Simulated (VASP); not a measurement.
Al2Cu, 3 atoms in the cell. It takes space group P4/mmm (No. 123, tetragonal). Conventional cell: a = 3.854 Å, b = 3.854 Å, c = 3.047 Å, α = 90.00°, β = 90.00°, γ = 90.00°. Within 3.2 Å of Al (site symmetry mmm) lie 4 Cu at 2.46 Å and 6 Al at 2.72 to 3.05 Å. Within 3.2 Å of Cu (site symmetry 4/mmm) lie 8 Al at 2.46 Å and 2 Cu at 3.05 Å. 

```yaml
Program: VASP 6.6.1
Task: single point
Functional: LDA
Potentials_or_basis: VASP PAW LDA potentials, release 64 (Al, Cu)
Cutoff: 520 eV
k_mesh: 10 × 10 × 14
Occupations: gaussian, width 0.15 eV
Spin: no spin polarisation
Dipole_correction: no
Further_INCAR_settings: ALGO = Normal; EDIFF = 1e-07; NBANDS = 16
```

Potentials or basis: VASP PAW LDA potentials, release 64 (Al, Cu).

The run is started by

```console
$ cat potpaw_LDA.64/Al/POTCAR potpaw_LDA.64/Cu/POTCAR > POTCAR
$ mpirun -np 1 vasp_std > vasp.out
```

Hardware: 1 thread of Intel(R) Xeon(R) 6975P-C (Granite Rapids) (shared host).

Question: Estimate the wall time of this run.

Answer: Run time: 44 s on 1 thread of Intel(R) Xeon(R) 6975P-C (Granite Rapids), with other jobs on the host, peak memory 0.22 GiB. Counts: scf iterations 15, k points 168.
